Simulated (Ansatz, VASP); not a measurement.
**Al2O3 in VASP and in Ansatz**

```
Al O
1.0
     2.34425    1.35345    4.37448
    -2.34425    1.35345    4.37448
     0.00000   -2.70690    4.37448
Al O
4 6
Direct
  0.85215 0.85215 0.85215
  0.64785 0.64785 0.64785
  0.14785 0.14785 0.14785
  0.35215 0.35215 0.35215
  0.05618 0.44382 0.75000
  0.75000 0.05618 0.44382
  0.44382 0.75000 0.05618
  0.94382 0.55618 0.25000
  0.25000 0.94382 0.55618
  0.55618 0.25000 0.94382
```

Change from the starting cell: strain -0.025 along x and y, +0.000 along z, atoms carried along.

Alike in both runs: task single point; functional PBE; k mesh 6 × 6 × 6; occupations gaussian, width 0.05 eV; no spin polarisation.

```csv
,VASP,Ansatz
version,VASP 6.6.1,Ansatz 0.2.0
potentials or method,"VASP PAW PBE potentials, release 64 (Al, O), cutoff 520 eV","scalar-relativistic, plane waves, PAW"
valence electrons in the cell,48,48
```

|  | VASP | Ansatz | Ansatz less VASP |
| --- | --- | --- | --- |
| gap on the k mesh at the Fermi level (eV) | 6.46 | 6.46 | -0.001 |
| least direct gap on the mesh (eV) | 6.46 | 6.46 | -0.001 |
| pressure (GPa) | 13.2 | 13.3 | +0.12 |
| traceless stress, the component that is largest in VASP (GPa) | -7.91 | -7.86 | +0.052 |
| rms of the force components (eV/Å) | 0.089 | 0.089 | +0.0001 |

Atom by atom the forces differ by 0.001 eV/Å (rms over components). The functional is the same, so the differences come from potentials, cutoffs and numerics.
